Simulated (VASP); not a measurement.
Write the native input for VASP 6.6.1 that does the following.

```
Task                   : single point
Functional             : revPBE
Potentials or basis    : VASP PAW PBE potentials, release 64 (Co)
Cutoff                 : 520 eV
k mesh                 : 17 × 17 × 17
Occupations            : fermi-dirac, width 0.05 eV
Spin                   : collinear spin, ferromagnetic start
Starting moments       : [1.868] μB
Dipole correction      : no
Further INCAR settings : ALGO = Normal; EDIFF = 1e-06; NBANDS = 14
```

The structure of Co lies in POSCAR:

```
Co
1.0
   -1.4527360000      1.4527360000      1.4527360000
    1.4527360000     -1.4527360000      1.4527360000
    1.4527360000      1.4527360000     -1.4527360000
Co
1
Direct
    0.0000000000      0.0000000000      0.0000000000
```

This cell differs from its parent crystal: volume scaled by 1.08.

The input as run:

INCAR

```
PREC = Accurate
ENCUT = 520
EDIFF = 1E-6
ISMEAR = -1
SIGMA = 0.05
LREAL = False
LASPH = True
NELM = 150
ALGO = Normal
ISIF = 2
LWAVE = False
LCHARG = False
ISPIN = 2
MAGMOM = 1.868
LORBIT = 11
LMAXMIX = 4
GGA = RE
NBANDS = 14
```

KPOINTS

```
Automatic mesh
0
Gamma
  17 17 17
```

Potentials or basis: VASP PAW PBE potentials, release 64 (Co).

Launch:

```bash
$ cat potpaw_PBE.64/Co/POTCAR > POTCAR
$ mpirun -np 1 vasp_std > vasp.out
```

Results of the run:

The pressure is -12.8 GPa. The net moment is 1.79 μB per cell and the site moments are Co +1.83 μB. The valence electrons inside the program's atomic spheres are Co 8.05.

Caveat: the PAW data sets were made with another functional, which shifts forces and pressure a little.

It took 61 s on 1 thread of AMD EPYC 7R43 64-Core Processor (Zen 3), with other jobs on the host, peak memory 0.12 GiB.
